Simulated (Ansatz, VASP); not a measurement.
**GaSb3 in VASP and in Ansatz**

INCAR

```
SYSTEM = GaSb3
PREC = Accurate
ENCUT = 520
EDIFF = 1E-7
ISMEAR = 0
SIGMA = 0.1
LREAL = .FALSE.
LASPH = .TRUE.
NELM = 60
ALGO = Normal
ISIF = 2
LWAVE = .FALSE.
LCHARG = .TRUE.
GGA = PE
LELF = .TRUE.
LVHAR = .TRUE.
NBANDS = 22
```

KPOINTS

```
regular mesh
0
G
  4 4 4
  0 0 0
```

The input POSCAR:

```
GaSb3
1.0
    0.0000000000      3.7305951100      3.7305951100
    3.7305951100      0.0000000000      3.7305951100
    3.7305951100      3.7305951100      0.0000000000
Ga Sb
1 3
Direct
    0.0000000000      0.0000000000      0.0000000000
    0.2500000000      0.2500000000      0.2500000000
    0.7500000000      0.7500000000      0.7500000000
    0.5000000000      0.5000000000      0.5000000000
```

Input for Ansatz:

```yaml
crystal:
  lattice:
    - [0.0, 3.73059511, 3.73059511]
    - [3.73059511, 0.0, 3.73059511]
    - [3.73059511, 3.73059511, 0.0]
  atoms:
    - { symbol: Ga, position: [0.0, 0.0, 0.0] }
    - { symbol: Sb, position: [0.25, 0.25, 0.25] }
    - { symbol: Sb, position: [0.75, 0.75, 0.75] }
    - { symbol: Sb, position: [0.5, 0.5, 0.5] }
basis:
  ecutwfc: 420
kpoints:
  mp_grid: { grid: [4, 4, 4] }
hamiltonian:
  xc: pbe
scf:
  occupations: { method: gaussian, width: 0.1 }
  lower_state_search: "off"
output:
  forces: true
  stress: true
  eigenvalues: true
```

Alike in both runs: task single point; functional PBE; k mesh 4 × 4 × 4; occupations gaussian, width 0.1 eV; no spin polarisation.

|  | VASP | Ansatz |
| --- | --- | --- |
| version | VASP 6.6.1 | Ansatz 0.2.0 |
| potentials or method | VASP PAW PBE potentials, release 64 (Ga_d, Sb), cutoff 520 eV | scalar-relativistic, plane waves, PAW |
| valence electrons in the cell | 28 | 58 |

|  | VASP | Ansatz | Ansatz less VASP |
| --- | --- | --- | --- |
| gap on the k mesh at the Fermi level (eV) | none | none | - |
| pressure (GPa) | -2.5 | -2.4 | +0.09 |

A gap of «none» marks a metal or a gap that the smearing closes. With one functional, cell and mesh, what is left measures potentials, basis and numerics. VASP's potentials hold 28 valence electrons a cell and Ansatz's 58, so a difference there can come from the potentials and not from the codes.

The k mesh is coarse, so the values compare programs but aren't converged. Spin-orbit coupling is off throughout.
